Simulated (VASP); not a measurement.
# KBr in VASP: notebook

KBr is run at these levels: PBE, r2SCAN; tasks: single point.

Program: VASP 6.6.1. These are calculated values, not measurements. Logs are shortened: lines on timing, memory, paths and dates and some standing lists are left out, and cuts for length are marked.

## Step 1: The cell of the first run

The structure is tetragonal, space group I4/mmm (No. 139). The conventional cell has a = 4.670 Å, b = 4.670 Å, c = 6.902 Å, α = 90.00°, β = 90.00°, γ = 90.00°. K (site symmetry 4/mmm) has 6 Br at 3.30 to 3.45 Å within 4.3 Å. Br (site symmetry 4/mmm) has 6 K at 3.30 to 3.45 Å within 4.3 Å.

## Step 2: Single point, PBE (uniaxial z strain +4.5%)

Input file INCAR:

```
SYSTEM = KBr
PREC = Accurate
ENCUT = 520
EDIFF = 1E-7
ISMEAR = -1
SIGMA = 0.02
LREAL = .False.
LASPH = .True.
NELM = 60
ALGO = Normal
ISIF = 2
LWAVE = .False.
LCHARG = .True.
GGA = PE
LELF = .True.
LVHAR = .True.
NBANDS = 15
```

Input file KPOINTS:

```
Automatic mesh
0
Gamma
  6 6 6
  0 0 0
```

Input file POSCAR:

```
KBr
1.0
    0.0000000000      3.3022478201      3.4511791968
    3.3022478201      0.0000000000      3.4511791968
    3.3022478201      3.3022478201      0.0000000000
K Br
1 1
Direct
    0.0000000000      0.0000000000      0.0000000000
    0.5000000000      0.5000000000      0.5000000000
```

Potentials or basis: VASP PAW PBE potentials, release 64 (K_sv, Br).

Command:

```console
$ cat potpaw_PBE.64/K_sv/POTCAR potpaw_PBE.64/Br/POTCAR > POTCAR
$ mpirun -np 1 vasp_std > vasp.out
```

OUTCAR:

```text
SYSTEM = KBr
   PREC = Accurate
   ENCUT = 520
   EDIFF = 1E-7
   ISMEAR = -1
   LREAL = .False.
   LASPH = .True.
   NELM = 60
   ISIF = 2
   GGA = PE

 ion  position               nearest neighbor table
   1  0.000  0.000  0.000-   2 3.30   2 3.30   2 3.30   2 3.30
   2  0.500  0.500  0.500-   1 3.30   1 3.30   1 3.30   1 3.30

  LATTYP: Found a body centered tetragonal cell.
 ALAT       =     4.6700836535
 C/A-ratio  =     1.4779945940

  Lattice vectors:

 A1 = (  -3.3022478201,   0.0000000000,   3.4511791968)
 A2 = (   3.3022478201,   0.0000000000,   3.4511791968)
 A3 = (   0.0000000000,   3.3022478201,  -3.4511791968)

Analysis of symmetry for initial positions (statically):
=====================================================================
 Subroutine PRICEL returns:
 Original cell was already a primitive cell.

 Routine SETGRP: Setting up the symmetry group for a
 body centered tetragonal supercell.

 Subroutine GETGRP returns: Found 16 space group operations
 (whereof 16 operations were pure point group operations)
 out of a pool of 16 trial point group operations.

The static configuration has the point symmetry D_4h.

Analysis of symmetry for dynamics (positions and initial velocities):
=====================================================================
 Subroutine PRICEL returns:
 Original cell was already a primitive cell.

 Routine SETGRP: Setting up the symmetry group for a
 body centered tetragonal supercell.

 Subroutine GETGRP returns: Found 16 space group operations
 (whereof 16 operations were pure point group operations)
 out of a pool of 16 trial point group operations.

The dynamic configuration has the point symmetry D_4h.

 Subroutine INISYM returns: Found 16 space group operations
 (whereof 16 operations are pure point group operations),
 and found     1 'primitive' translations

----------------------------------------------------------------------------------------

                                     Primitive cell

  volume of cell :      75.2691

  direct lattice vectors                    reciprocal lattice vectors
     0.000000000  3.302247820  3.451179197    -0.151412016  0.151412016  0.144878017
     3.302247820  0.000000000  3.451179197     0.151412016 -0.151412016  0.144878017
     3.302247820  3.302247820  0.000000000     0.151412016  0.151412016 -0.144878017

  length of vectors
     4.776555089  4.776555089  4.670083654     0.258535949  0.258535949  0.258535949

  position of ions in fractional coordinates (direct lattice)
     0.000000000  0.000000000  0.000000000
     0.500000000  0.500000000  0.500000000

  ion indices of the primitive-cell ions
   primitive index   ion index
                 1           1
                 2           2

----------------------------------------------------------------------------------------

 KPOINTS: Automatic mesh

Automatic generation of k-mesh.
 Grid dimensions read from file:
 generate k-points for:    6    6    6

 Generating k-lattice:

  Cartesian coordinates                     Fractional coordinates (reciprocal lattice)
    -0.025235336  0.025235336  0.024146336     0.166666667  0.000000000  0.000000000
     0.025235336 -0.025235336  0.024146336     0.000000000  0.166666667  0.000000000
     0.025235336  0.025235336 -0.024146336     0.000000000  0.000000000  0.166666667

  Length of vectors
     0.043089325  0.043089325  0.043089325

  Shift w.r.t. Gamma in fractional coordinates (k-lattice)
     0.000000000  0.000000000  0.000000000

 Subroutine IBZKPT returns following result:
 ===========================================

 Found     30 irreducible k-points:

 Following reciprocal coordinates:
            Coordinates               Weight
  0.000000  0.000000  0.000000      1.000000
  0.166667  0.000000  0.000000      8.000000
  0.333333  0.000000  0.000000      8.000000
  0.500000 -0.000000  0.000000      4.000000
  0.166667  0.166667  0.000000      2.000000
  0.333333  0.166667  0.000000      8.000000
[... 16 lines left out ...]
  0.333333  0.000000  0.333333      4.000000
  0.500000 -0.000000  0.333333     16.000000
 [... further k-points ...]
   k-points           NKPTS =     30   k-points in BZ     NKDIM =     30   number of bands    NBANDS=     15
   number of dos      NEDOS =    301   number of ions     NIONS =      2
   total plane-waves  NPLWV =  46656
   dimension x,y,z NGX =    36 NGY =   36 NGZ =   36
   dimension x,y,z NGXF=    72 NGYF=   72 NGZF=   72
   ions per type =               1   1
   NGX,Y,Z   is equivalent  to a cutoff of  12.53, 12.53, 12.82 a.u.
   NGXF,Y,Z  is equivalent  to a cutoff of  25.06, 25.06, 25.63 a.u.
 SYSTEM =  KBr
   PREC   = accura    normal or accurate (medium, high low for compatibility)
   ISTART =      0    job   : 0-new  1-cont  2-samecut
   ICHARG =      2    charge: 1-file 2-atom 10-const
   ISPIN  =      1    spin polarized calculation?
   LNONCOLLINEAR =      F non collinear calculations
   LSORBIT =      F    spin-orbit coupling
   LASPH  =      T    aspherical Exc in radial PAW
   ENCUT  =  520.0 eV  38.22 Ry    6.18 a.u.   8.88  8.88  8.68*2*pi/ulx,y,z
   NELM   =     60;   NELMIN=  2; NELMDL= -5     # of ELM steps
   EDIFF  = 0.1E-06   stopping-criterion for ELM
   LREAL  =      F    real-space projection
   EDIFFG = 0.1E-05   stopping-criterion for IOM
   NSW    =      0    number of steps for IOM
   IBRION =     -1    ionic relax: 0-MD 1-quasi-New 2-CG
   NFREE  =      0    steps in history (QN), initial steepest desc. (CG)
   ISIF   =      2    stress and relaxation
   ISYM   =      2    0-nonsym 1-usesym 2-fastsym
   POTIM  = 0.5000    time-step for ionic-motion
   TEBEG  =    0.0;   TEEND  =   0.0 temperature during run
   PSTRESS=    0.0 pullay stress
   NELECT =      16.0000    total number of electrons
   NUPDOWN=      -1.0000    fix difference up-down
   EMIN   =  10.00;   EMAX   =-10.00  energy-range for DOS
   EFERMI =   0.00;   METHOD = LEGACY
   ISMEAR =    -1;   SIGMA  =   0.02  broadening in eV -4-tet -1-fermi 0-gaus
   EFERMI_NEDOS =   21; number of points for ismear=-14 and -15
   IALGO  =     38    algorithm
   IMIX   =      4    mixing-type and parameters
     AMIX     =   0.40;   BMIX     =  1.00
     AMIX_MAG =   1.60;   BMIX_MAG =  1.00
  volume/ion in A,a.u.               =      37.63       253.97
  Fermi-wavevector in a.u.,A,eV,Ry     =   0.977033  1.846325 12.988032  0.954593
  Thomas-Fermi vector in A             =   2.107699
   LORBIT       =      0    0 simple, 1 ext, 2 COOP (PROOUT), +10 PAW based schemes
   GGA     = PE    functional components
[... 5 lines left out ...]
 non-spin polarized calculation
  energy-cutoff  :      520.00
  volume of cell :       75.27
 maximum number of plane-waves:      2076
   NGX = 17   NGY = 17   NGZ = 17

 number of electron      16.0000000 magnetization

 Free energy of the ion-electron system (eV)
  ---------------------------------------------------
  ext. energy  EPLUGINS =         0.00000000
  ---------------------------------------------------
  free energy    TOTEN  =        -6.21615795 eV

  energy without entropy =       -6.21615795  energy(sigma->0) =       -6.21615795

 E-fermi :  -1.4977     XC(G=0):  -7.1854

 val. band max:       -1.9132016032   @ k =   0.0000   0.0000   0.0000
 cond. band min:       2.3937382945   @ k =   0.0000   0.0000   0.0000
 fundamental gap:      4.3069398977
 Fermi energy:        -1.4976807413

 k-point     1 :       0.0000    0.0000    0.0000
  band No.  band energies     occupation
      1     -29.7950      2.00000
      2     -14.1580      2.00000
      3     -13.2735      2.00000
      4     -13.2680      2.00000
      5     -13.2680      2.00000
      6      -1.9252      2.00000
      7      -1.9132      2.00000
      8      -1.9132      2.00000
      9       2.3937      0.00000
     10       5.5061      0.00000
     11       5.7640      0.00000
     12       5.7640      0.00000
     13       6.3839      0.00000
     14       6.5618      0.00000
     15       9.5729      0.00000

 k-point     2 :       0.1667    0.0000    0.0000
  band No.  band energies     occupation
      1     -29.7939      2.00000
      2     -14.2090      2.00000
      3     -13.2748      2.00000
      4     -13.2682      2.00000
      5     -13.2022      2.00000
      6      -2.2548      2.00000
      7      -2.0005      2.00000
      8      -1.9929      2.00000
      9       3.0194      0.00000
     10       5.5145      0.00000
     11       5.9222      0.00000
     12       6.0657      0.00000
     13       6.7108      0.00000
     14       6.9033      0.00000
     15      10.3976      0.00000

 k-point     3 :       0.3333    0.0000    0.0000
  band No.  band energies     occupation
      1     -29.7918      2.00000
      2     -14.2950      2.00000
      3     -13.2794      2.00000
      4     -13.2686      2.00000
      5     -13.0844      2.00000
      6      -2.7875      2.00000
      7      -2.1491      2.00000
      8      -2.1434      2.00000
      9       4.1347      0.00000
     10       5.6926      0.00000
     11       6.7460      0.00000
     12       6.8785      0.00000
     13       7.5358      0.00000
     14       7.7658      0.00000
     15       9.2589      0.00000
[... 343 lines left out ...]
 k-point    23 :       0.3333    0.0000    0.3333
  band No.  band energies     occupation
      1     -29.7905      2.00000
      2     -14.1792      2.00000
      3     -13.2958      2.00000
      4     -13.2934      2.00000
      5     -13.2108      2.00000
      6      -2.6863      2.00000
      7      -2.1584      2.00000
      8      -2.1340      2.00000
      9       4.2895      0.00000
     10       4.4588      0.00000
     11       7.1212      0.00000
     12       7.5791      0.00000
     13       7.8723      0.00000
     14       7.9641      0.00000
     15       8.7974      0.00000

 k-point    24 :       0.5000   -0.0000    0.3333
  band No.  band energies     occupation
      1     -29.7894      2.00000
      2     -14.1505      2.00000
      3     -13.3159      2.00000
      4     -13.2963      2.00000
      5     -13.2300      2.00000
      6      -2.6672      2.00000
      7      -2.3220      2.00000
      8      -2.2046      2.00000
      9       4.3711      0.00000
     10       5.3361      0.00000
     11       6.8731      0.00000
     12       7.5697      0.00000
     13       7.7277      0.00000
     14       8.3873      0.00000
     15       8.9071      0.00000

 [... further k-points ...]

------------------------ aborting loop because EDIFF is reached ----------------------------------------

  FORCE on cell =-STRESS in cart. coord.  units (eV):
  Direction    XX          YY          ZZ          XY          YZ          ZX
  --------------------------------------------------------------------------------------
  -------------------------------------------------------------------------------------
  Total        0.2210803      0.2210803     -0.2709953      0.0000000     -0.0000000     -0.0000000
  in kB        4.7059129      4.7059129     -5.7684020      0.0000000     -0.0000000     -0.0000000
  external PRESSURE =       1.2144746 kB  Pullay stress =       0.0000000 kB

 VOLUME and BASIS-vectors are now :
 -----------------------------------------------------------------------------
  energy-cutoff  :      520.00
  volume of cell :       75.27
      direct lattice vectors                 reciprocal lattice vectors
     0.000000000  3.302247820  3.451179197    -0.151412016  0.151412016  0.144878017
     3.302247820  0.000000000  3.451179197     0.151412016 -0.151412016  0.144878017
     3.302247820  3.302247820  0.000000000     0.151412016  0.151412016 -0.144878017

 POSITION                                       TOTAL-FORCE (eV/Angst)
 -----------------------------------------------------------------------------------
      0.00000      0.00000      0.00000        -0.000000     -0.000000     -0.000000
      3.30225      3.30225      3.45118         0.000000      0.000000      0.000000
 -----------------------------------------------------------------------------------
    total drift:                                0.000000      0.000000      0.000000

  FREE ENERGIE OF THE ION-ELECTRON SYSTEM (eV)
  ---------------------------------------------------
  free  energy   TOTEN  =        -6.2161579546 eV

  energy  without entropy=       -6.2161579546  energy(sigma->0) =       -6.21615795
```

Wall time 18 s (1 thread of Intel Xeon Platinum 8488C (Sapphire Rapids), shared host); peak memory 0.21 GiB.

What came out:

```
Free energy            : -6.2162 eV
Pressure               : 0.1 GPa
Band gap on the k mesh : 4.31 eV, direct
```

Caveat: the cell differs from its parent crystal (uniaxial z strain +4.5%).

## Step 3: Single point, PBE (shear xy strain +2.2%)

Input file INCAR:

```
  ALGO = Normal
  EDIFF = 1E-6
  ENCUT = 520
  GGA = PE
  ISIF = 2
  ISMEAR = -1
  LASPH = True
  LCHARG = True
  LELF = True
  LREAL = False
  LVHAR = True
  LWAVE = False
  NBANDS = 15
  NELM = 60
  PREC = Accurate
  SIGMA = 0.02
```

Input file KPOINTS:

```
k-points
0
Gamma
  6 6 6
```

Input file POSCAR:

```
KBr
1.0
    0.0358293888      3.3022478201      3.3022478201
    3.3022478201      0.0358293888      3.3022478201
    3.3380772089      3.3380772089      0.0000000000
K Br
1 1
Direct
    0.0000000000      0.0000000000      0.0000000000
    0.5000000000      0.5000000000      0.5000000000
```

Potentials or basis: VASP PAW PBE potentials, release 64 (K_sv, Br).

Command:

```console
$ cat potpaw_PBE.64/K_sv/POTCAR potpaw_PBE.64/Br/POTCAR > POTCAR
$ mpirun -np 1 vasp_std > vasp.out
```

Run time: 28 s. Hardware: 1 thread of Intel Xeon Platinum 8488C (Sapphire Rapids), shared host; peak memory 0.23 GiB.

Results (log left out):

- Free energy: -6.2152 eV
- Pressure: 0.7 GPa
- Band gap on the k mesh: 4.40 eV, direct

Stress tensor (GPa, compression positive):
```
 0.72 -0.11  0.00
-0.11  0.72  0.00
 0.00  0.00  0.72
```

Levels at points of the mesh, in eV from the valence-band top:
```csv
k point,band 6,band 7,band 8,band 9,band 10,band 11
"(0.00, 0.00, 0.00)",-0.05,-0.03,0.00,4.40,7.49,7.58
"(0.50, 0.00, 0.00)",-1.20,-0.39,-0.36,6.56,8.23,9.70
"(0.50, 0.50, 0.00)",-0.84,-0.34,-0.28,5.84,7.17,9.34
"(0.00, 0.00, 0.50)",-1.20,-0.35,-0.32,6.56,8.17,9.66
"(0.50, 0.00, 0.50)",-0.84,-0.31,-0.31,5.84,7.16,9.33
```

Caveat: the cell differs from its parent crystal (shear xy strain +2.2%).

(Part 1 of 2 ends here.)
